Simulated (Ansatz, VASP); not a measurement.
Ti: VASP beside Ansatz

```
CELL_PARAMETERS angstrom
-1.62459 1.64100 1.64100
1.64100 -1.62459 1.64100
1.64100 1.64100 -1.62459
ATOMIC_POSITIONS crystal
Ti 0.00000 0.00000 0.00000
```

Change from the starting cell: equal xy, yz and zx shear strains of +1 %.

Alike in both runs: task single point; functional PBEsol; k mesh 17 × 17 × 17; occupations fermi-dirac, width 0.08 eV; no spin polarisation.

```csv
,VASP,Ansatz
version,VASP 6.6.1,Ansatz 0.2.0
potentials or method,"VASP PAW PBE potentials, release 64 (Ti_sv), cutoff 520 eV","all-electron LAPW, scalar-relativistic"
```

|  | VASP | Ansatz | Ansatz less VASP |
| --- | --- | --- | --- |
| pressure (GPa) | -6.7 | -6.5 | +0.17 |
| traceless stress, the component that is largest in VASP (GPa) | -0.39 | -0.39 | -0.002 |

VASP's potentials were made for PBE, not for PBEsol. Ansatz ran all-electron here, and VASP with PAW potentials.
